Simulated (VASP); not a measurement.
Runs of VASP 6.6.1 on LaZn. The structure is that of space group Pm-3m (No. 221), or close to it. The cells are those of the table. 

```csv
cell,gap on the mesh (eV),pressure (GPa)
"a = 3.799 Å, 2 atoms",none,-5.4
"a = 3.775 Å, 2 atoms",none,-4.7
"a = 3.699 Å, 2 atoms",none,(a)
"a = 3.750 Å, 2 atoms",none,-3.9
"a = 3.725 Å, 2 atoms",none,-3.0
"a = 3.673 Å, 2 atoms",none,-1.0
"a = 3.824 Å, 2 atoms",none,(b)
```

Alike in all rows: task single point; level LDA; potentials or basis VASP PAW LDA potentials, release 64 (La, Zn); no spin polarisation; k mesh 8 × 8 × 8; cutoff (eV) 520; smearing fermi-dirac 0.1 eV.

Question: Estimate the missing entries.

Answer: (a) -2.1; (b) -6.0.

Caveats: spin-orbit coupling is left out, which moves the levels of the heavy elements.

A k mesh can miss the band edges, and the runs leave out spin-orbit coupling on La.

A gap of «none» marks levels without a gap at the run's occupations.
